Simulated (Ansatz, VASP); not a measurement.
Cr in VASP and in Ansatz

POSCAR

```
Cr
1.0
   -2.3090310874      2.3090310874      1.2596190817
    2.3090310874     -2.3090310874      1.2596190817
    2.3090310874      2.3090310874     -1.2596190817
Cr
2
Direct
    0.0000000000      0.0000000000      0.0000000000
    0.7500000000      0.2500000000      0.5000000000
```

INCAR.step1

```
SYSTEM = Cr
ALGO = Normal ; EDIFF = 1E-4
ENCUT = 600 ; GGA = PE
ISMEAR = 0 ; LASPH = .True.
LCHARG = .False. ; LREAL = .False.
LWAVE = .True. ; NELM = 80
PREC = Accurate ; SIGMA = 0.1
```

INCAR.step2

```
SYSTEM = Cr
ALGO = Normal ; EDIFF = 1E-6
EDIFFG = -0.04 ; ENCUT = 600
IBRION = 2 ; ISIF = 3
ISMEAR = 0 ; ISTART = 1
LASPH = .True. ; LCHARG = .False.
LMIXTAU = .True. ; LREAL = .False.
LWAVE = .False. ; METAGGA = R2SCAN
NELM = 80 ; NSW = 90
PREC = Accurate ; SIGMA = 0.1
```

Contents of KPOINTS:

```
k-points
0
Gamma
  8 8 8
  0 0 0
```

Input for Ansatz:

```yaml
crystal:
  lattice:
    - [-2.3090310874, 2.3090310874, 1.2596190817]
    - [2.3090310874, -2.3090310874, 1.2596190817]
    - [2.3090310874, 2.3090310874, -1.2596190817]
  atoms:
    - { symbol: Cr, position: [0.0, 0.0, 0.0] }
    - { symbol: Cr, position: [0.75, 0.25, 0.5] }
basis:
  ecutwfc: 500
kpoints:
  mp_grid: { grid: [8, 8, 8] }
hamiltonian:
  xc: r2scan
scf:
  occupations: { method: gaussian, width: 0.1 }
  lower_state_search: "off"
output:
  forces: true
  stress: true
  eigenvalues: true
relax:
  adjacent_minimum: "off"
  f_tol: 0.04
  max_steps: 70
  cell: { stress_tol: 0.4 }
```

Alike in both runs: task relaxation of cell and atoms; functional r2SCAN; k mesh 8 × 8 × 8; occupations gaussian, width 0.1 eV; no spin polarisation.

|  | VASP | Ansatz |
| --- | --- | --- |
| version | VASP 6.6.1 | Ansatz 0.2.0 |
| potentials or method | VASP PAW PBE potentials, release 64 (Cr_pv), cutoff 600 eV | scalar-relativistic, plane waves, PAW |
| valence electrons in the cell | 24 | 28 |

|  | VASP | Ansatz | Ansatz less VASP |
| --- | --- | --- | --- |
| gap on the k mesh at the Fermi level, each at its own relaxed structure (eV) | none | none | - |
| relaxed volume (Å³/atom) | 12.11 | 12.08 | -0.029 |
| relaxed cell length with the largest relative difference (Å) | 3.377 | 3.371 | -0.0062 |

VASP's potentials were made for PBE, not for r2SCAN. A gap of «none» marks a metal or a gap that the smearing closes. VASP's potentials hold 24 valence electrons a cell and Ansatz's 28, so a difference there can come from the potentials and not from the codes.
